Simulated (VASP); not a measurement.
Runs of VASP 6.6.1 on InSe. The structure is that of space group R3m (No. 160), or close to it. The cells are those of the table. 

```tsv
cell	gap on the mesh (eV)	pressure (GPa)	largest force (eV/Å)
a = 8.450 Å, angles 27.5°, 4 atoms	0.22	3.4	(a)
a = 8.740 Å, angles 27.2°, 4 atoms	0.08	0.9	0.19
a = 8.725 Å, angles 26.6°, 4 atoms	0.39	(b)	(c)
a = 8.860 Å, angles 26.6°, 4 atoms	0.26	1.2	0.19
```

Alike in all rows: task single point; level PBE; potentials or basis VASP PAW PBE potentials, release 64 (In_d, Se); no spin polarisation; k mesh 8 × 8 × 8; cutoff (eV) 520; smearing fermi-dirac 0.02 eV.

**Question.** Fill in the values left out.

**Answer.** (a) 0.23; (b) 2.5; (c) 0.21.

Caveats: spin-orbit coupling is left out, which moves the levels of the heavy elements.

A k mesh can miss the band edges, and the runs leave out spin-orbit coupling on In, Se.
